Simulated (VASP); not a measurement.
Wanted: the native input for a VASP 6.6.1 run.

- Task: G0W0 quasiparticle levels
- Functional: PBE
- Potentials or basis: VASP PAW PBE potentials, release 64 (B_GW, P_GW)
- Cutoff: 500 eV
- k mesh: 6 × 6 × 6
- Occupations: gaussian, width 0.01 eV
- Spin: no spin polarisation
- Dipole correction: no
- GW scheme: G0W0
- GW iterations: 1
- Cutoff of the response function: 120
- Frequency points: 96
- Empty bands: 69
- Further INCAR settings: ALGO = EVGW0; EDIFF = 1e-08; NBANDS = 73

BP:

```
B P
1.0
     0.00000    2.26832    2.26832
     2.26832    0.00000    2.26832
     2.26832    2.26832    0.00000
B P
1 1
Direct
  0.00000 0.00000 0.00000
  0.25000 0.25000 0.25000
```

These files were run (other wordings do the same):

POSCAR

```
BP
1.0
    0.0000000000      2.2683158654      2.2683158654
    2.2683158654      0.0000000000      2.2683158654
    2.2683158654      2.2683158654      0.0000000000
B P
1 1
Direct
    0.0000000000      0.0000000000      0.0000000000
    0.2500000000      0.2500000000      0.2500000000
```

INCAR.step1

```
  PREC = Accurate
  ENCUT = 500
  EDIFF = 1E-8
  ISMEAR = 0
  SIGMA = 0.01
  LREAL = F
  LASPH = T
  NELM = 80
  ALGO = Normal
  LWAVE = T
  LCHARG = F
  GGA = PE
```

INCAR.step2

```
  PREC = Accurate
  ENCUT = 500
  EDIFF = 1E-8
  ISMEAR = 0
  SIGMA = 0.01
  LREAL = F
  LASPH = T
  NELM = 1
  ALGO = Exact
  LWAVE = T
  LCHARG = F
  GGA = PE
  NBANDS = 73
  LOPTICS = T
  ISTART = 1
```

INCAR.step3

```
  PREC = Accurate
  ENCUT = 500
  EDIFF = 1E-8
  ISMEAR = 0
  SIGMA = 0.01
  LREAL = F
  LASPH = T
  ALGO = EVGW0
  LWAVE = F
  LCHARG = F
  GGA = PE
  NELMGW = 1
  NBANDS = 73
  ENCUTGW = 120.0
  NOMEGA = 96
  PRECFOCK = Fast
  ISTART = 1
  NBANDSGW = 12
  OMEGAMAX = 20
```

KPOINTS

```
Automatic mesh
0
Gamma
  6 6 6
```

Potentials or basis: VASP PAW PBE potentials, release 64 (B_GW, P_GW).

The run is started by

```console
$ cat potpaw_PBE.64/B_GW/POTCAR potpaw_PBE.64/P_GW/POTCAR > POTCAR
$ cp INCAR.step1 INCAR
$ mpirun -np 1 vasp_std > vasp.out
$ cp INCAR.step2 INCAR
$ mpirun -np 1 vasp_std > vasp.out
$ cp INCAR.step3 INCAR
$ mpirun -np 1 vasp_std > vasp.out
```

It gave:

```
Quasiparticle gap                                   : 1.93 eV
Least direct quasiparticle gap                      : 4.26 eV
Band gap of the starting levels on the mesh         : 1.33 eV
Least direct gap of the starting levels on the mesh : 3.40 eV
```

Caveat: the k points lie up to 0.40 Å⁻¹ apart; bands, screening cutoff and mesh are small and nothing is extrapolated, so the quasiparticle values aren't converged.

Run time: 2.6 min on 1 thread of Intel(R) Xeon(R) 6975P-C (Granite Rapids), on a shared host, peak memory 0.36 GiB.
